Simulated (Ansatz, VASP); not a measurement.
Two plane-wave programs on PC4

Contents of INCAR:

```
PREC = Accurate ; ENCUT = 520
EDIFF = 1E-6 ; ISMEAR = 0
SIGMA = 0.1 ; LREAL = F
LASPH = T ; NELM = 60
ALGO = Normal ; ISIF = 2
LWAVE = F ; LCHARG = T
GGA = PE ; LELF = T
LVHAR = T ; NBANDS = 18
```

File KPOINTS:

```
regular mesh
0
Gamma
  6 6 6
```

The input POSCAR:

```
PC4
1.0
   -2.0041026600      2.0041026600      4.9123824400
    2.0041026600     -2.0041026600      4.9123824400
    2.0041026600      2.0041026600     -4.9123824400
P C
1 4
Direct
    0.0000000000      0.0000000000      0.0000000000
    0.2500000000      0.7500000000      0.5000000000
    0.7500000000      0.2500000000      0.5000000000
    0.3848880500      0.3848880500      0.0000000000
    0.6151119500      0.6151119500      0.0000000000
```

Input for Ansatz:

```yaml
crystal:
  lattice:
    - [-2.00410266, 2.00410266, 4.91238244]
    - [2.00410266, -2.00410266, 4.91238244]
    - [2.00410266, 2.00410266, -4.91238244]
  atoms:
    - { symbol: P, position: [0.0, 0.0, 0.0] }
    - { symbol: C, position: [0.25, 0.75, 0.5] }
    - { symbol: C, position: [0.75, 0.25, 0.5] }
    - { symbol: C, position: [0.38488805, 0.38488805, 0.0] }
    - { symbol: C, position: [0.61511195, 0.61511195, 0.0] }
basis:
  ecutwfc: 420
kpoints:
  mp_grid: { grid: [6, 6, 6] }
hamiltonian:
  xc: pbe
scf:
  occupations: { method: gaussian, width: 0.1 }
  lower_state_search: "off"
output:
  forces: true
  stress: true
  eigenvalues: true
```

Change from the starting cell: species swapped into the SrIn4 type (I4/mmm, No. 139).

Alike in both runs: task single point; functional PBE; k mesh 6 × 6 × 6; occupations gaussian, width 0.1 eV; no spin polarisation.

|  | VASP | Ansatz |
| --- | --- | --- |
| version | VASP 6.6.1 | Ansatz 0.2.0 |
| potentials or method | VASP PAW PBE potentials, release 64 (P, C), cutoff 520 eV | scalar-relativistic, plane waves, PAW |
| valence electrons in the cell | 21 | 21 |

VASP gave:

- gap on the k mesh at the Fermi level (eV): none
- pressure (GPa): -27.6
- traceless stress, the component that is largest in VASP (GPa): -3.95
- rms of the force components (eV/Å): 0.197

Question: Estimate Ansatz's values.

Answer: gap on the k mesh at the Fermi level (eV): none; pressure (GPa): -27.5; traceless stress, the component that is largest in VASP (GPa): -3.95; rms of the force components (eV/Å): 0.197.

Atom by atom the forces differ by 0.001 eV/Å (rms over components). A gap of «none» marks a metal or a gap that the smearing closes.

The k mesh is coarse, so the values compare programs but aren't converged.
